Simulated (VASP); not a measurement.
# PbF2 (Fm-3m) in VASP: further runs

The runs below take PbF2 through single point, with PBEsol+D3(BJ), PBEsol.

Everything below comes from runs of VASP 6.6.1. Logs are shortened: lines on timing, memory, paths and dates and some standing lists are left out, and cuts for length are marked.

**1. The cell of the first run**

The structure is cubic, space group Fm-3m (No. 225). Conventional cell: a = 5.863 Å, b = 5.863 Å, c = 5.863 Å, α = 90.00°, β = 90.00°, γ = 90.00°. Pb (site symmetry m-3m) has 8 F at 2.54 Å within 3.4 Å. F (site symmetry -43m) has 4 Pb at 2.54 Å and 6 F at 2.93 Å within 3.4 Å.

**2. Single point, PBEsol+D3(BJ)**

File INCAR:

```
SYSTEM = PbF2
PREC = Accurate
ENCUT = 520
EDIFF = 1E-6
ISMEAR = -1
SIGMA = 0.05
LREAL = .False.
LASPH = .True.
NELM = 60
ALGO = Normal
ISIF = 2
LWAVE = .False.
LCHARG = .True.
GGA = PS
IVDW = 12
LELF = .True.
LVHAR = .True.
NBANDS = 21
```

File KPOINTS:

```
regular mesh
0
Gamma
  8 8 8
  0 0 0
```

File POSCAR:

```
PbF2
1.0
    0.0000000000      2.9316812516      2.9316812516
    2.9316812516      0.0000000000      2.9316812516
    2.9316812516      2.9316812516      0.0000000000
Pb F
1 2
Direct
    0.0000000000      0.0000000000      0.0000000000
    0.7500000000      0.7500000000      0.7500000000
    0.2500000000      0.2500000000      0.2500000000
```

Potentials or basis: VASP PAW PBE potentials, release 64 (Pb_d, F).

Command:

```
> cat potpaw_PBE.64/Pb_d/POTCAR potpaw_PBE.64/F/POTCAR > POTCAR
> mpirun -np 1 vasp_std > vasp.out
```

OUTCAR:

```text
SYSTEM = PbF2
   PREC = Accurate
   ENCUT = 520
   EDIFF = 1E-6
   ISMEAR = -1
   LREAL = .False.
   LASPH = .True.
   NELM = 60
   ISIF = 2
   GGA = PS
   IVDW = 12
 IVDW          = 12

 ion  position               nearest neighbor table
   1  0.000  0.000  0.000-   2 2.54   2 2.54   2 2.54   2 2.54   3 2.54   3 2.54   3 2.54   3 2.54

   2  0.750  0.750  0.750-   1 2.54   1 2.54   1 2.54   1 2.54
   3  0.250  0.250  0.250-   1 2.54   1 2.54   1 2.54   1 2.54

  LATTYP: Found a face centered cubic cell.
 ALAT       =     5.8633625032

  Lattice vectors:

 A1 = (   0.0000000000,   2.9316812516,   2.9316812516)
 A2 = (   2.9316812516,   0.0000000000,   2.9316812516)
 A3 = (   2.9316812516,   2.9316812516,   0.0000000000)

Analysis of symmetry for initial positions (statically):
=====================================================================
 Subroutine PRICEL returns:
 Original cell was already a primitive cell.

 Routine SETGRP: Setting up the symmetry group for a
 face centered cubic supercell.

 Subroutine GETGRP returns: Found 48 space group operations
 (whereof 48 operations were pure point group operations)
 out of a pool of 48 trial point group operations.

The static configuration has the point symmetry O_h .

Analysis of symmetry for dynamics (positions and initial velocities):
=====================================================================
 Subroutine PRICEL returns:
 Original cell was already a primitive cell.

 Routine SETGRP: Setting up the symmetry group for a
 face centered cubic supercell.

 Subroutine GETGRP returns: Found 48 space group operations
 (whereof 48 operations were pure point group operations)
 out of a pool of 48 trial point group operations.

The dynamic configuration has the point symmetry O_h .

 Subroutine INISYM returns: Found 48 space group operations
 (whereof 48 operations are pure point group operations),
 and found     1 'primitive' translations

----------------------------------------------------------------------------------------

                                     Primitive cell

  volume of cell :      50.3942

  direct lattice vectors                    reciprocal lattice vectors
     0.000000000  2.931681252  2.931681252    -0.170550601  0.170550601  0.170550601
     2.931681252  0.000000000  2.931681252     0.170550601 -0.170550601  0.170550601
     2.931681252  2.931681252  0.000000000     0.170550601  0.170550601 -0.170550601

  length of vectors
     4.146023387  4.146023387  4.146023387     0.295402307  0.295402307  0.295402307

[... 81 lines left out ...]
   NELM   =     60;   NELMIN=  2; NELMDL= -5     # of ELM steps
   EDIFF  = 0.1E-05   stopping-criterion for ELM
   LREAL  =      F    real-space projection
   EDIFFG = 0.1E-04   stopping-criterion for IOM
   NSW    =      0    number of steps for IOM
   IBRION =     -1    ionic relax: 0-MD 1-quasi-New 2-CG
   NFREE  =      0    steps in history (QN), initial steepest desc. (CG)
   ISIF   =      2    stress and relaxation
   ISYM   =      2    0-nonsym 1-usesym 2-fastsym
   POTIM  = 0.5000    time-step for ionic-motion
   TEBEG  =    0.0;   TEEND  =   0.0 temperature during run
   PSTRESS=    0.0 pullay stress
   NELECT =      28.0000    total number of electrons
   NUPDOWN=      -1.0000    fix difference up-down
   EMIN   =  10.00;   EMAX   =-10.00  energy-range for DOS
   EFERMI =   0.00;   METHOD = LEGACY
   ISMEAR =    -1;   SIGMA  =   0.05  broadening in eV -4-tet -1-fermi 0-gaus
   EFERMI_NEDOS =   21; number of points for ismear=-14 and -15
   IALGO  =     38    algorithm
   IMIX   =      4    mixing-type and parameters
     AMIX     =   0.40;   BMIX     =  1.00
     AMIX_MAG =   1.60;   BMIX_MAG =  1.00
  volume/ion in A,a.u.               =      16.80       113.36
  Fermi-wavevector in a.u.,A,eV,Ry     =   1.345863  2.543312 24.644864  1.811346
  Thomas-Fermi vector in A             =   2.473741
   LORBIT       =      0    0 simple, 1 ext, 2 COOP (PROOUT), +10 PAW based schemes
   GGA     = PS    functional components
   LHFCALC =     F    Hartree Fock is set to
   AEXX    =    0.0000 exact exchange contribution
   IVDW    =    12    specifies the selected vdW correction
   LEPSILON=     F    determine dielectric tensor
   LRPA    =     F    only Hartree local field effects (RPA)
 non-spin polarized calculation
  energy-cutoff  :      520.00
  volume of cell :       50.39
 maximum number of plane-waves:      1380
   NGX = 15   NGY = 15   NGZ = 15

 number of electron      27.9999989 magnetization

 Free energy of the ion-electron system (eV)
  ---------------------------------------------------
  ext. energy  EPLUGINS =         0.00000000
  ---------------------------------------------------
  free energy    TOTEN  =       -14.93187273 eV

  energy without entropy =      -14.93187273  energy(sigma->0) =      -14.93187273

 E-fermi :   3.2940     XC(G=0):  -9.8287

 val. band max:        2.1469473850   @ k =  -0.2500   0.5000   0.2500
 cond. band min:       6.4404061962   @ k =   0.5000   0.5000   0.0000
 fundamental gap:      4.2934588113
 Fermi energy:         3.2939897034

 k-point     1 :       0.0000    0.0000    0.0000
  band No.  band energies     occupation
      1     -19.1056      2.00000
      2     -18.4042      2.00000
      3     -12.2648      2.00000
      4     -12.2648      2.00000
      5     -12.2648      2.00000
      6     -12.1850      2.00000
[... 565 lines left out ...]
     20      18.3297      0.00000
     21      18.6877      0.00000

 [... further k-points ...]

------------------------ aborting loop because EDIFF is reached ----------------------------------------

 Edisp (eV)   -0.43655

 E8    (eV) :    -0.2882

  FORCE on cell =-STRESS in cart. coord.  units (eV):
  Direction    XX          YY          ZZ          XY          YZ          ZX
  --------------------------------------------------------------------------------------
  -------------------------------------------------------------------------------------
  Total      -0.07191    -0.07191    -0.07191    -0.00000     0.00000     0.00000
  in kB      -2.28610    -2.28610    -2.28610    -0.00000     0.00000     0.00000
  external pressure =       -2.29 kB  Pullay stress =        0.00 kB

 VOLUME and BASIS-vectors are now :
 -----------------------------------------------------------------------------
  energy-cutoff  :      520.00
  volume of cell :       50.39
      direct lattice vectors                 reciprocal lattice vectors
     0.000000000  2.931681252  2.931681252    -0.170550601  0.170550601  0.170550601
     2.931681252  0.000000000  2.931681252     0.170550601 -0.170550601  0.170550601
     2.931681252  2.931681252  0.000000000     0.170550601  0.170550601 -0.170550601

 POSITION                                       TOTAL-FORCE (eV/Angst)
 -----------------------------------------------------------------------------------
      0.00000      0.00000      0.00000         0.000000     -0.000000      0.000000
      4.39752      4.39752      4.39752         0.000000      0.000000      0.000000
      1.46584      1.46584      1.46584        -0.000000     -0.000000     -0.000000
 -----------------------------------------------------------------------------------
    total drift:                                0.000000     -0.000000      0.000000

  FREE ENERGIE OF THE ION-ELECTRON SYSTEM (eV)
  ---------------------------------------------------
  free  energy   TOTEN  =       -15.3684238205 eV

  energy  without entropy=      -15.3684238205  energy(sigma->0) =      -15.36842382
```

Wall time 12 s (1 thread of Intel Xeon 6975P-C (Granite Rapids), shared host); peak memory 0.19 GiB.

What came out:

```
Free energy                : -15.3684 eV
Pressure                   : -0.2 GPa
Band gap on the k mesh     : 4.29 eV (least direct gap 4.45 eV)
Dispersion energy per atom : -0.146 eV
```

Levels at points of the mesh, in eV from the valence-band top:
```tsv
k point	band 10	band 11	band 12	band 13	band 14	band 15	band 16	band 17	band 18	band 19
(0.00, 0.00, 0.00)	-2.70	-2.70	-2.19	-2.19	-2.19	6.70	6.70	6.70	10.58	15.04
(0.50, 0.00, 0.00)	-2.94	-2.94	-2.35	-2.35	-0.05	4.92	7.68	7.68	13.12	13.66
(0.50, 0.50, 0.00)	-3.87	-1.74	-1.73	-1.73	-0.16	4.29	7.94	7.94	8.73	14.18
```

Caveat: the PAW data sets were made with another functional, which shifts forces and pressure a little; spin-orbit coupling is left out, which moves the levels of the heavy elements. PBEsol gaps usually lie below the measured ones, often by a third to a half.

**3. Single point, PBEsol+D3(BJ)**

File INCAR:

```
SYSTEM = PbF2
  ALGO = Normal
  EDIFF = 1E-7
  ENCUT = 520
  GGA = PS
  ISIF = 2
  ISMEAR = -1
  IVDW = 12
  LASPH = .True.
  LCHARG = .False.
  LREAL = .False.
  LWAVE = .False.
  NBANDS = 21
  NELM = 100
  PREC = Accurate
  SIGMA = 0.05
```

File KPOINTS:

```
k-points
0
Gamma
  8 8 8
  0 0 0
```

File POSCAR:

```
PbF2
1.0
    0.0000000000      2.9334136717      2.9334136717
    2.9334136717      0.0000000000      2.9334136717
    2.9334136717      2.9334136717      0.0000000000
Pb F
1 2
Direct
    0.0000000000      0.0000000000      0.0000000000
    0.7500000000      0.7500000000      0.7500000000
    0.2500000000      0.2500000000      0.2500000000
```

Potentials or basis: VASP PAW PBE potentials, release 64 (Pb_d, F).

Command:

```
> cat potpaw_PBE.64/Pb_d/POTCAR potpaw_PBE.64/F/POTCAR > POTCAR
> mpirun -np 1 vasp_std > vasp.out
```

It took 13 s on 1 thread of Intel Xeon 6975P-C (Granite Rapids), shared host; peak memory 0.19 GiB.

It converged, with:

```
Free energy                : -15.3684 eV
Pressure                   : -0.4 GPa
Band gap on the k mesh     : 4.29 eV (least direct gap 4.45 eV)
Dispersion energy per atom : -0.145 eV
```

Levels at points of the mesh, in eV from the valence-band top:
```
           k point  band 10  band 11  band 12  band 13  band 14  band 15  band 16  band 17  band 18  band 19
(0.00, 0.00, 0.00)    -2.68    -2.68    -2.18    -2.18    -2.18     6.70     6.70     6.70    10.58    15.03
(0.50, 0.00, 0.00)    -2.92    -2.92    -2.34    -2.34    -0.04     4.92     7.67     7.67    13.12    13.66
(0.50, 0.50, 0.00)    -3.85    -1.73    -1.72    -1.72    -0.16     4.29     7.93     7.93     8.74    14.17
```

Caveat: three body term missing; the PAW data sets were made with another functional, which shifts forces and pressure a little; spin-orbit coupling is left out, which moves the levels of the heavy elements. A k mesh can miss the band edges.

**4. Single point, PBEsol**

This run uses another cell than the first one, of 17.10 Å³/atom.

File INCAR:

```
ALGO = Normal
EDIFF = 1E-6
ENCUT = 520
GGA = PS
ISIF = 2
ISMEAR = -1
LASPH = True
LCHARG = True
LELF = True
LREAL = False
LVHAR = True
LWAVE = False
NBANDS = 21
NELM = 80
PREC = Accurate
SIGMA = 0.05
```

File KPOINTS:

```
k-points
0
Gamma
  8 8 8
```

File POSCAR:

```
PbF2
1.0
    0.0000000000      2.9493431614      2.9493431614
    2.9493431614      0.0000000000      2.9493431614
    2.9493431614      2.9493431614      0.0000000000
Pb F
1 2
Direct
    0.0000000000      0.0000000000      0.0000000000
    0.7500000000      0.7500000000      0.7500000000
    0.2500000000      0.2500000000      0.2500000000
```

Command:

```
> cat potpaw_PBE.64/Pb_d/POTCAR potpaw_PBE.64/F/POTCAR > POTCAR
> mpirun -np 1 vasp_std > vasp.out
```

It took 13 s on 1 thread of Intel Xeon 6975P-C (Granite Rapids), shared host; peak memory 0.18 GiB.

It converged, with:

```yaml
Free_energy: -14.9365 eV
Pressure: -0.2 GPa
Band_gap_on_the_k_mesh: 4.30 eV (least direct gap 4.45 eV)
```

Levels at points of the mesh, in eV from the valence-band top:
```csv
k point,band 11,band 12,band 13,band 14,band 15,band 16,band 17,band 18
"(0.00, 0.00, 0.00)",-2.57,-2.07,-2.07,-2.07,6.69,6.69,6.69,10.54
"(0.50, 0.00, 0.00)",-2.80,-2.24,-2.24,-0.03,4.93,7.63,7.63,13.10
"(0.50, 0.50, 0.00)",-1.63,-1.63,-1.63,-0.15,4.30,7.88,7.88,8.79
```

Caveat: the PAW data sets were made with another functional, which shifts forces and pressure a little; spin-orbit coupling is left out, which moves the levels of the heavy elements. A k mesh can miss the band edges.

**5. Overview**

```tsv
level	cell	gap on the mesh (eV)	pressure (GPa)
PBEsol+D3(BJ)	a = 4.146 Å, angles 60.0°, 3 atoms	4.29	-0.2
PBEsol+D3(BJ)	a = 4.148 Å, angles 60.0°, 3 atoms	4.29	-0.4
PBEsol	a = 4.171 Å, angles 60.0°, 3 atoms	4.30	-0.2
```

Alike in all rows: task single point; potentials or basis VASP PAW PBE potentials, release 64 (Pb_d, F); no spin polarisation; k mesh 8 × 8 × 8; cutoff (eV) 520; smearing fermi-dirac 0.05 eV.

Caveats: the PAW data sets were made with another functional, which shifts forces and pressure a little; spin-orbit coupling is left out, which moves the levels of the heavy elements; three body term missing (at least some runs).

Absolute energies hang on the potentials; compare differences alone.
